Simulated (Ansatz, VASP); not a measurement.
## Hg: VASP beside Ansatz

```
CELL_PARAMETERS angstrom
3.53283 0.00000 0.00000
-1.76642 3.05952 0.00000
0.00000 0.00000 5.54592
ATOMIC_POSITIONS crystal
Hg 0.33333 0.66667 0.25000
Hg 0.66667 0.33333 0.75000
```

Alike in both runs: task single point; functional PBE; k mesh 11 × 11 × 7; occupations fermi-dirac, width 0.1 eV; no spin polarisation.

|  | VASP | Ansatz |
| --- | --- | --- |
| version | VASP 6.6.1 | Ansatz 0.2.0 |
| potentials or method | VASP PAW PBE potentials, release 64 (Hg), cutoff 520 eV | plane waves (420 eV) with PAW, scalar-relativistic |
| valence electrons in the cell | 24 | 40 |

VASP gave:

| Property | Result |
| --- | --- |
| pressure (GPa) | 0.4 |

Question: What did Ansatz give for the same quantities?

Answer: Pressure (GPa): 0.3.

VASP's potentials hold 24 valence electrons a cell and Ansatz's 40, so a difference there can come from the potentials and not from the codes.

Neither program's run includes spin-orbit coupling.
